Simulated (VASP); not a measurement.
# Al2Pt: relaxation of cell and atoms with PBEsol

Crystal: Al2Pt.

```
CELL_PARAMETERS angstrom
0.00000 2.95500 2.95500
2.95500 0.00000 2.95500
2.95500 2.95500 0.00000
ATOMIC_POSITIONS crystal
Pt 0.00000 0.00000 0.00000
Al 0.75000 0.75000 0.75000
Al 0.25000 0.25000 0.25000
```

- Program: VASP 6.6.1
- Task: relaxation of cell and atoms
- Functional: PBEsol
- Potentials or basis: VASP PAW PBE potentials, release 64 (Pt, Al)
- Cutoff: 600 eV
- k mesh: 8 × 8 × 8
- Occupations: fermi-dirac, width 0.05 eV
- Spin: no spin polarisation
- Target pressure: 10 GPa
- Dipole correction: no
- Further INCAR settings: ALGO = Normal; EDIFF = 1e-06; IBRION = 2; EDIFFG = -0.01; NSW = 80; ISIF = 3

```yaml
Relaxed_volume: 16.05 Å³/atom
Relaxed_cell: a = 4.084 Å, b = 4.084 Å, c = 4.084 Å, α = 60.00°, β = 60.00°, γ = 60.00°
Space_group_after_relaxing_to_0.05_Å: Fm-3m (No. 225)
Energy_change_on_relaxing_the_enthalpy_is_what_falls: +30.0 meV/atom
Ionic_steps: 4
Pressure_after_relaxing: 10.0 GPa
Band_gap_on_the_k_mesh: zero (band 8 reaches 12.48 eV, above the bottom of band 9 at 6.89 eV)
```

Step by step:
```csv
step,energy change (eV),largest force (eV/Å),pressure (GPa),volume (Å³)
1,0.0000,0.0000,-0.93,51.61
2,0.7162,0.0000,33.74,43.33
3,0.0848,0.0000,9.64,48.23
4,0.0899,0.0000,9.98,48.15
```

Final structure:
```
Pt Al
1.0
     0.00000    2.88750    2.88750
     2.88750    0.00000    2.88750
     2.88750    2.88750    0.00000
Pt Al
1 2
Direct
  0.00000 0.00000 0.00000
  0.75000 0.75000 0.75000
  0.25000 0.25000 0.25000
```

Levels at points of the mesh, in eV from the Fermi level:
| k point | band 4 | band 5 | band 6 | band 7 | band 8 | band 9 | band 10 | band 11 | band 12 |
| --- | --- | --- | --- | --- | --- | --- | --- | --- | --- |
| (0.00, 0.00, 0.00) | -5.41 | -3.98 | -3.98 | 3.55 | 3.86 | 3.86 | 3.86 | 5.85 | 5.85 |
| (0.50, 0.00, 0.00) | -5.08 | -3.93 | -3.72 | -3.72 | 1.04 | 1.04 | 3.89 | 5.48 | 5.48 |
| (0.50, 0.50, 0.00) | -4.04 | -4.04 | -3.63 | -3.41 | -1.72 | -1.72 | 3.45 | 3.68 | 8.13 |

Run time: 110 s on 1 thread of Intel Xeon 8259CL, on a shared host, peak memory 0.22 GiB.

Caveat: the cell is relaxed towards a set pressure, so the enthalpy falls and the energy may rise; the PAW data sets were made with another functional, which shifts forces and pressure a little; spin-orbit coupling is left out, which moves the levels of the heavy elements.
